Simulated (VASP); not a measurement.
# GaN in VASP: a series of runs

GaN is run at these levels: r2SCAN; tasks: single point.

Everything below comes from runs of VASP 6.6.1. Logs are shortened: lines on timing, memory, paths and dates and some standing lists are left out, and cuts for length are marked.

## Step 1: The cell of the first run

Symmetry: P6_3mc, No. 186, hexagonal system. The conventional cell has a = 3.183 Å, b = 3.183 Å, c = 5.184 Å, α = 90.00°, β = 90.00°, γ = 120.00°. Ga (site symmetry 3m) has 4 N at 1.95 Å within 2.6 Å. Within 2.6 Å of N (site symmetry 3m) lie 4 Ga at 1.95 Å.

## Step 2: Single point, r2SCAN

The input, POSCAR:

```
GaN
1.0
    3.1830969044      0.0000000000      0.0000000000
   -1.5915484522      2.7566427819      0.0000000000
    0.0000000000      0.0000000000      5.1835829281
Ga N
2 2
Direct
    0.6666666667      0.3333333333      0.4991072758
    0.3333333333      0.6666666667      0.9991072758
    0.6666666667      0.3333333333      0.8758927242
    0.3333333333      0.6666666667      0.3758927242
```

The input, INCAR.step1:

```
SYSTEM = GaN
  PREC = Accurate
  ENCUT = 520
  ISMEAR = 0
  SIGMA = 0.02
  LREAL = .FALSE.
  LASPH = .TRUE.
  NELM = 60
  NBANDS = 26
  GGA = PE
  ALGO = Normal
  EDIFF = 1E-4
  LWAVE = .TRUE.
  LCHARG = .FALSE.
```

The input, INCAR.step2:

```
SYSTEM = GaN
  PREC = Accurate
  ENCUT = 520
  EDIFF = 1E-6
  ISMEAR = 0
  SIGMA = 0.02
  LREAL = .FALSE.
  LASPH = .TRUE.
  NELM = 60
  ALGO = Normal
  ISIF = 2
  LWAVE = .FALSE.
  LCHARG = .FALSE.
  METAGGA = R2SCAN
  LMIXTAU = .TRUE.
  NBANDS = 26
  ISTART = 1
```

The input, KPOINTS:

```
Automatic mesh
0
G
  12 12 6
  0 0 0
```

Potentials or basis: VASP PAW PBE potentials, release 64 (Ga_d, N).

Command:

```bash
$ cat potpaw_PBE.64/Ga_d/POTCAR potpaw_PBE.64/N/POTCAR > POTCAR
$ cp INCAR.step1 INCAR
$ mpirun -np 1 vasp_std > vasp.out
$ cp INCAR.step2 INCAR
$ mpirun -np 1 vasp_std > vasp.out
```

OUTCAR:

```text
SYSTEM = GaN
   PREC = Accurate
   ENCUT = 520
   EDIFF = 1E-6
   ISMEAR = 0
   LREAL = .FALSE.
   LASPH = .TRUE.
   NELM = 60
   ISIF = 2
   METAGGA = R2SCAN
   ISTART = 1

 ion  position               nearest neighbor table
   1  0.667  0.333  0.499-   4 1.95   4 1.95   4 1.95   3 1.95
   2  0.333  0.667  0.999-   3 1.95   3 1.95   3 1.95   4 1.95
   3  0.667  0.333  0.876-   2 1.95   2 1.95   2 1.95   1 1.95
   4  0.333  0.667  0.376-   1 1.95   1 1.95   1 1.95   2 1.95

  LATTYP: Found a hexagonal cell.
 ALAT       =     3.1830969044
 C/A-ratio  =     1.6284716060

  Lattice vectors:

 A1 = (   3.1830969044,   0.0000000000,   0.0000000000)
 A2 = (  -1.5915484522,   2.7566427819,   0.0000000000)
 A3 = (   0.0000000000,   0.0000000000,   5.1835829281)

Analysis of symmetry for initial positions (statically):
=====================================================================
 Subroutine PRICEL returns:
 Original cell was already a primitive cell.

 Routine SETGRP: Setting up the symmetry group for a
 hexagonal supercell.

 Subroutine GETGRP returns: Found 12 space group operations
 (whereof  6 operations were pure point group operations)
 out of a pool of 24 trial point group operations.

The static configuration has the point symmetry C_3v.
 The point group associated with its full space group is C_6v.

Analysis of symmetry for dynamics (positions and initial velocities):
=====================================================================
 Subroutine PRICEL returns:
 Original cell was already a primitive cell.

 Routine SETGRP: Setting up the symmetry group for a
 hexagonal supercell.

 Subroutine GETGRP returns: Found 12 space group operations
 (whereof  6 operations were pure point group operations)
 out of a pool of 24 trial point group operations.

The dynamic configuration has the point symmetry C_3v.
 The point group associated with its full space group is C_6v.

 Subroutine INISYM returns: Found 12 space group operations
 (whereof  6 operations are pure point group operations),
 and found     1 'primitive' translations

----------------------------------------------------------------------------------------

                                     Primitive cell

  volume of cell :      45.4842

  direct lattice vectors                    reciprocal lattice vectors
     3.183096904  0.000000000  0.000000000     0.314159459  0.181380048  0.000000000
    -1.591548452  2.756642782  0.000000000     0.000000000  0.362760096  0.000000000
     0.000000000  0.000000000  5.183582928     0.000000000  0.000000000  0.192916755

  length of vectors
     3.183096904  3.183096904  5.183582928     0.362760096  0.362760096  0.192916755

  position of ions in fractional coordinates (direct lattice)
     0.666666667  0.333333333  0.499107276
     0.333333333  0.666666667  0.999107276
     0.666666667  0.333333333  0.875892724
     0.333333333  0.666666667  0.375892724

  ion indices of the primitive-cell ions
   primitive index   ion index
                 1           1
                 2           2
                 3           3
                 4           4

----------------------------------------------------------------------------------------

 KPOINTS: Automatic mesh

Automatic generation of k-mesh.
 Grid dimensions read from file:
 generate k-points for:   12   12    6

 Generating k-lattice:

  Cartesian coordinates                     Fractional coordinates (reciprocal lattice)
     0.026179955  0.015115004  0.000000000     0.083333333  0.000000000  0.000000000
     0.000000000  0.030230008  0.000000000     0.000000000  0.083333333  0.000000000
     0.000000000  0.000000000  0.032152793     0.000000000  0.000000000  0.166666667

  Length of vectors
     0.030230008  0.030230008  0.032152793

  Shift w.r.t. Gamma in fractional coordinates (k-lattice)
     0.000000000  0.000000000  0.000000000

 Subroutine IBZKPT returns following result:
 ===========================================

 Found     76 irreducible k-points:

 Following reciprocal coordinates:
            Coordinates               Weight
  0.000000  0.000000  0.000000      1.000000
  0.083333  0.000000  0.000000      6.000000
  0.166667  0.000000  0.000000      6.000000
  0.250000  0.000000  0.000000      6.000000
  0.333333  0.000000  0.000000      6.000000
  0.416667  0.000000  0.000000      6.000000
[... 16 lines left out ...]
  0.250000  0.000000  0.166667     12.000000
  0.333333  0.000000  0.166667     12.000000
 [... further k-points ...]
   k-points           NKPTS =     76   k-points in BZ     NKDIM =     76   number of bands    NBANDS=     26
   number of dos      NEDOS =    301   number of ions     NIONS =      4
   total plane-waves  NPLWV =  23040
   dimension x,y,z NGX =    24 NGY =   24 NGZ =   40
   dimension x,y,z NGXF=    48 NGYF=   48 NGZF=   80
   ions per type =               2   2
   NGX,Y,Z   is equivalent  to a cutoff of  12.53, 12.53, 12.83 a.u.
   NGXF,Y,Z  is equivalent  to a cutoff of  25.07, 25.07, 25.66 a.u.
 SYSTEM =  GaN
   PREC   = accura    normal or accurate (medium, high low for compatibility)
   ISTART =      1    job   : 0-new  1-cont  2-samecut
   ICHARG =      0    charge: 1-file 2-atom 10-const
   ISPIN  =      1    spin polarized calculation?
   LNONCOLLINEAR =      F non collinear calculations
   LSORBIT =      F    spin-orbit coupling
   LASPH  =      T    aspherical Exc in radial PAW
   ENCUT  =  520.0 eV  38.22 Ry    6.18 a.u.   5.92  5.92  9.64*2*pi/ulx,y,z
   NELM   =     60;   NELMIN=  2; NELMDL=  0     # of ELM steps
   EDIFF  = 0.1E-05   stopping-criterion for ELM
   LREAL  =      F    real-space projection
   EDIFFG = 0.1E-04   stopping-criterion for IOM
   NSW    =      0    number of steps for IOM
   IBRION =     -1    ionic relax: 0-MD 1-quasi-New 2-CG
   NFREE  =      0    steps in history (QN), initial steepest desc. (CG)
   ISIF   =      2    stress and relaxation
   ISYM   =      2    0-nonsym 1-usesym 2-fastsym
   POTIM  = 0.5000    time-step for ionic-motion
   TEBEG  =    0.0;   TEEND  =   0.0 temperature during run
   PSTRESS=    0.0 pullay stress
   NELECT =      36.0000    total number of electrons
   NUPDOWN=      -1.0000    fix difference up-down
   EMIN   =  10.00;   EMAX   =-10.00  energy-range for DOS
   EFERMI =   0.00;   METHOD = LEGACY
   ISMEAR =     0;   SIGMA  =   0.02  broadening in eV -4-tet -1-fermi 0-gaus
   EFERMI_NEDOS =   21; number of points for ismear=-14 and -15
   IALGO  =     38    algorithm
   IMIX   =      4    mixing-type and parameters
     AMIX     =   0.40;   BMIX     =  1.00
     AMIX_MAG =   1.60;   BMIX_MAG =  1.00
  volume/ion in A,a.u.               =      11.37        76.74
  Fermi-wavevector in a.u.,A,eV,Ry     =   1.514336  2.861680 31.201057  2.293213
  Thomas-Fermi vector in A             =   2.624007
   LORBIT       =      0    0 simple, 1 ext, 2 COOP (PROOUT), +10 PAW based schemes
   METAGGA = R2SCAN    functional components
   LHFCALC =     F    Hartree Fock is set to
   AEXX    =    0.0000 exact exchange contribution
   IVDW    =     0    specifies the selected vdW correction
   LEPSILON=     F    determine dielectric tensor
   LRPA    =     F    only Hartree local field effects (RPA)
 non-spin polarized calculation
 Gauss-broadening in eV      SIGMA  =   0.02
  energy-cutoff  :      520.00
  volume of cell :       45.48
 maximum number of plane-waves:      1248
 NGX is ok and might be reduce to    24
   NGX = 11   NGY = 11   NGZ = 19

 number of electron      35.9999993 magnetization

 Free energy of the ion-electron system (eV)
  ---------------------------------------------------
  ext. energy  EPLUGINS =         0.00000000
  ---------------------------------------------------
  free energy    TOTEN  =       -43.82087941 eV

  energy without entropy =      -43.82087941  energy(sigma->0) =      -43.82087941

 E-fermi :   5.2720     XC(G=0): -12.6638

 val. band max:        5.1016376530   @ k =   0.0000   0.0000   0.0000
 cond. band min:       7.4454967535   @ k =   0.0000   0.0000   0.0000
 fundamental gap:      2.3438591006
 Fermi energy:         5.2719864663

 k-point     1 :       0.0000    0.0000    0.0000
  band No.  band energies     occupation
      1     -11.7108      2.00000
      2     -10.7043      2.00000
      3      -8.7269      2.00000
      4      -8.7110      2.00000
      5      -8.7110      2.00000
      6      -8.6425      2.00000
[... 18 lines left out ...]
     25      17.5894      0.00000
     26      17.5894      0.00000

 k-point     2 :       0.0833    0.0000    0.0000
  band No.  band energies     occupation
      1     -11.6414      2.00000
      2     -10.6838      2.00000
      3      -8.7205      2.00000
      4      -8.7005      2.00000
      5      -8.6875      2.00000
      6      -8.6339      2.00000
[... 18 lines left out ...]
     25      17.2312      0.00000
     26      17.7555      0.00000

 k-point     3 :       0.1667    0.0000    0.0000
  band No.  band energies     occupation
      1     -11.4507      2.00000
      2     -10.6326      2.00000
      3      -8.6952      2.00000
      4      -8.6743      2.00000
      5      -8.6260      2.00000
      6      -8.5950      2.00000
[... 18 lines left out ...]
     25      17.2595      0.00000
     26      18.1407      0.00000

 k-point     4 :       0.2500    0.0000    0.0000
  band No.  band energies     occupation
      1     -11.1919      2.00000
      2     -10.5739      2.00000
      3      -8.6675      2.00000
      4      -8.6471      2.00000
      5      -8.5742      2.00000
      6      -8.5358      2.00000
[... 18 lines left out ...]
     25      17.2877      0.00000
     26      18.6662      0.00000

 k-point     5 :       0.3333    0.0000    0.0000
  band No.  band energies     occupation
      1     -10.9446      2.00000
      2     -10.5291      2.00000
      3      -8.6513      2.00000
      4      -8.6313      2.00000
      5      -8.5373      2.00000
      6      -8.4845      2.00000
[... 18 lines left out ...]
     25      17.4788      0.00000
     26      19.1229      0.00000

 k-point     6 :       0.4167    0.0000    0.0000
  band No.  band energies     occupation
      1     -10.7770      2.00000
      2     -10.5069      2.00000
      3      -8.6484      2.00000
      4      -8.6263      2.00000
      5      -8.5205      2.00000
      6      -8.4654      2.00000
[... 427 lines left out ...]
 k-point    21 :       0.0833    0.0000    0.1667
  band No.  band energies     occupation
      1     -11.5623      2.00000
      2     -10.7233      2.00000
      3      -8.7098      2.00000
      4      -8.6979      2.00000
      5      -8.6735      2.00000
      6      -8.6405      2.00000
[... 18 lines left out ...]
     25      17.0778      0.00000
     26      17.4904      0.00000

 k-point    22 :       0.1667    0.0000    0.1667
  band No.  band energies     occupation
      1     -11.3790      2.00000
      2     -10.6636      2.00000
      3      -8.6900      2.00000
      4      -8.6703      2.00000
      5      -8.6258      2.00000
      6      -8.5964      2.00000
[... 18 lines left out ...]
     25      16.8681      0.00000
     26      17.9177      0.00000

 k-point    23 :       0.2500    0.0000    0.1667
  band No.  band energies     occupation
      1     -11.1330      2.00000
      2     -10.5943      2.00000
      3      -8.6665      2.00000
      4      -8.6402      2.00000
      5      -8.5867      2.00000
      6      -8.5437      2.00000
[... 18 lines left out ...]
     25      16.9950      0.00000
     26      18.4915      0.00000

 k-point    24 :       0.3333    0.0000    0.1667
  band No.  band energies     occupation
      1     -10.9009      2.00000
      2     -10.5400      2.00000
      3      -8.6544      2.00000
      4      -8.6210      2.00000
      5      -8.5542      2.00000
      6      -8.4931      2.00000
[... 18 lines left out ...]
     25      17.2388      0.00000
     26      19.0353      0.00000

 [... further k-points ...]

------------------------ aborting loop because EDIFF is reached ----------------------------------------

  FORCE on cell =-STRESS in cart. coord.  units (eV):
  Direction    XX          YY          ZZ          XY          YZ          ZX
  --------------------------------------------------------------------------------------
  -------------------------------------------------------------------------------------
  Total        0.3187723      0.3187723      0.2818224      0.0000000      0.0000000      0.0000000
  in kB       11.2287334     11.2287334      9.9271761      0.0000000      0.0000000      0.0000000
  external PRESSURE =      10.7948809 kB  Pullay stress =       0.0000000 kB

 VOLUME and BASIS-vectors are now :
 -----------------------------------------------------------------------------
  energy-cutoff  :      520.00
  volume of cell :       45.48
      direct lattice vectors                 reciprocal lattice vectors
     3.183096904  0.000000000  0.000000000     0.314159459  0.181380048  0.000000000
    -1.591548452  2.756642782  0.000000000     0.000000000  0.362760096  0.000000000
     0.000000000  0.000000000  5.183582928     0.000000000  0.000000000  0.192916755

 POSITION                                       TOTAL-FORCE (eV/Angst)
 -----------------------------------------------------------------------------------
      1.59155      0.91888      2.58716         0.000000      0.000000      0.005657
     -0.00000      1.83776      5.17896         0.000000      0.000000      0.005657
      1.59155      0.91888      4.54026        -0.000000      0.000000     -0.005657
     -0.00000      1.83776      1.94847        -0.000000     -0.000000     -0.005657
 -----------------------------------------------------------------------------------
    total drift:                                0.000002      0.000004      0.034416

  FREE ENERGIE OF THE ION-ELECTRON SYSTEM (eV)
  ---------------------------------------------------
  free  energy   TOTEN  =       -43.8208794109 eV

  energy  without entropy=      -43.8208794109  energy(sigma->0) =      -43.82087941
```

It took 11 min on 1 thread of AMD EPYC 7R43 (Zen 3), shared host; peak memory 0.18 GiB.

Results:

```
Free energy            : -43.8209 eV
Pressure               : 1.1 GPa
Largest force          : 0.006 eV/Å
Band gap on the k mesh : 2.34 eV
```

Forces on the atoms (eV/Å):
```
Ga   0.000  0.000  0.006
Ga   0.000  0.000  0.006
N    0.000  0.000 -0.006
N    0.000  0.000 -0.006
```

Levels at points of the mesh, in eV from the valence-band top:
| k point | band 14 | band 15 | band 16 | band 17 | band 18 | band 19 | band 20 | band 21 | band 22 | band 23 |
| --- | --- | --- | --- | --- | --- | --- | --- | --- | --- | --- |
| (0.00, 0.00, 0.00) | -1.07 | -1.07 | -0.04 | 0.00 | 0.00 | 2.34 | 4.81 | 9.96 | 10.59 | 10.59 |
| (0.50, 0.00, 0.00) | -5.39 | -4.30 | -2.84 | -2.24 | -1.03 | 5.58 | 6.12 | 6.55 | 9.35 | 11.06 |
| (0.00, 0.00, 0.50) | -3.93 | -0.55 | -0.55 | -0.55 | -0.55 | 4.77 | 4.77 | 9.18 | 9.18 | 11.11 |
| (0.50, 0.00, 0.50) | -6.72 | -2.01 | -2.01 | -1.95 | -1.95 | 4.89 | 4.89 | 8.42 | 8.42 | 10.76 |

Caveat: the PAW data sets were made with another functional, which shifts forces and pressure a little.

## Step 3: Single point, r2SCAN

POSCAR is that of step 2.

The input, INCAR.step1:

```
PREC = Accurate
ENCUT = 520
ISMEAR = 0
SIGMA = 0.02
LREAL = F
LASPH = T
NELM = 80
NBANDS = 26
GGA = PE
ALGO = Normal
EDIFF = 1E-4
LWAVE = T
LCHARG = F
```

The input, INCAR.step2:

```
PREC = Accurate
ENCUT = 520
EDIFF = 1E-6
ISMEAR = 0
SIGMA = 0.02
LREAL = F
LASPH = T
NELM = 80
ALGO = Normal
ISIF = 2
LWAVE = F
LCHARG = F
METAGGA = R2SCAN
LMIXTAU = T
NBANDS = 26
ISTART = 1
```

The input, KPOINTS:

```
regular mesh
0
Gamma
  12 12 6
```

Potentials or basis: VASP PAW PBE potentials, release 64 (Ga_d, N).

Command:

```bash
$ cat potpaw_PBE.64/Ga_d/POTCAR potpaw_PBE.64/N/POTCAR > POTCAR
$ cp INCAR.step1 INCAR
$ mpirun -np 1 vasp_std > vasp.out
$ cp INCAR.step2 INCAR
$ mpirun -np 1 vasp_std > vasp.out
```

Run time: 7.8 min. Hardware: 1 thread of AMD EPYC 7R43 (Zen 3), shared host; peak memory 0.18 GiB.

Results (log left out):

- Free energy: -43.8209 eV
- Pressure: 1.1 GPa
- Largest force: 0.006 eV/Å
- Band gap on the k mesh: 2.34 eV

Forces in eV/Å, atoms in the order of the input:
```
Ga   0.000  0.000  0.006
Ga   0.000  0.000  0.006
N    0.000  0.000 -0.006
N    0.000  0.000 -0.006
```

Stress tensor (GPa, compression positive):
```
1.12 0.00 0.00
0.00 1.12 0.00
0.00 0.00 0.99
```

Levels at points of the mesh, in eV from the valence-band top:
```csv
k point,band 16,band 17,band 18,band 19,band 20,band 21
"(0.00, 0.00, 0.00)",-0.04,0.00,0.00,2.34,4.81,9.96
"(0.50, 0.00, 0.00)",-2.84,-2.24,-1.03,5.58,6.12,6.55
"(0.00, 0.00, 0.50)",-0.55,-0.55,-0.55,4.77,4.77,9.18
"(0.50, 0.00, 0.50)",-2.01,-1.95,-1.95,4.89,4.89,8.42
```

Caveat: the PAW data sets were made with another functional, which shifts forces and pressure a little.

## Step 4: Single point, r2SCAN (uniaxial strain along a: -2.0 %)

The input, POSCAR:

```
GaN
1.0
    3.1194349663      0.0000000000      0.0000000000
   -1.5597174831      2.7704259958      0.0000000000
    0.0000000000      0.0000000000      5.2095008427
Ga N
2 2
Direct
    0.6666666667      0.3333333333      0.4991072758
    0.3333333333      0.6666666667      0.9991072758
    0.6666666667      0.3333333333      0.8758927242
    0.3333333333      0.6666666667      0.3758927242
```

The input, INCAR.step1:

```
  PREC = Accurate
  ENCUT = 520
  ISMEAR = 0
  SIGMA = 0.02
  LREAL = F
  LASPH = T
  NELM = 100
  NBANDS = 26
  GGA = PE
  ALGO = Normal
  EDIFF = 1E-4
  LWAVE = T
  LCHARG = F
```

The input, INCAR.step2:

```
  PREC = Accurate
  ENCUT = 520
  EDIFF = 1E-6
  ISMEAR = 0
  SIGMA = 0.02
  LREAL = F
  LASPH = T
  NELM = 100
  ALGO = Normal
  ISIF = 2
  LWAVE = F
  LCHARG = T
  METAGGA = R2SCAN
  LMIXTAU = T
  LELF = T
  LVHAR = T
  NBANDS = 26
  ISTART = 1
```

KPOINTS is that of step 3.

Command:

```bash
$ cat potpaw_PBE.64/Ga_d/POTCAR potpaw_PBE.64/N/POTCAR > POTCAR
$ cp INCAR.step1 INCAR
$ mpirun -np 1 vasp_std > vasp.out
$ cp INCAR.step2 INCAR
$ mpirun -np 1 vasp_std > vasp.out
```

Run time: 17 min. Hardware: 1 thread of AMD EPYC 7R43 (Zen 3), shared host; peak memory 0.25 GiB.

The run converged. Its results:

| Property | Result |
| --- | --- |
| Free energy | -43.7929 eV |
| Pressure | 3.3 GPa |
| Largest force | 0.302 eV/Å |
| Band gap on the k mesh | 2.31 eV |

Forces in eV/Å, atoms in the order of the input:
```
Ga   0.000 -0.222  0.153
Ga   0.000  0.222  0.153
N    0.000 -0.261 -0.153
N    0.000  0.261 -0.153
```

Stress tensor (GPa, compression positive):
```
 9.34  0.00  0.00
 0.00  0.86  0.00
 0.00  0.00 -0.26
```

Levels at points of the mesh, in eV from the valence-band top:
| k point | band 16 | band 17 | band 18 | band 19 | band 20 | band 21 |
| --- | --- | --- | --- | --- | --- | --- |
| (0.00, 0.00, 0.00) | -0.14 | -0.12 | 0.00 | 2.31 | 4.91 | 9.84 |
| (0.50, 0.00, 0.00) | -2.98 | -2.33 | -1.20 | 5.47 | 6.00 | 6.46 |
| (0.00, 0.50, 0.00) | -2.72 | -2.33 | -1.00 | 5.94 | 6.27 | 6.36 |
| (0.00, 0.00, 0.50) | -0.65 | -0.53 | -0.53 | 4.79 | 4.79 | 9.09 |
| (0.50, 0.00, 0.50) | -2.17 | -2.06 | -2.06 | 4.78 | 4.78 | 8.34 |
| (0.00, 0.50, 0.50) | -2.12 | -1.93 | -1.93 | 4.91 | 4.91 | 8.49 |

Caveat: the cell differs from its parent crystal (uniaxial strain along a: -2.0 %); the stress differs along the axes, from -0 to 9 GPa; the PAW data sets were made with another functional, which shifts forces and pressure a little.
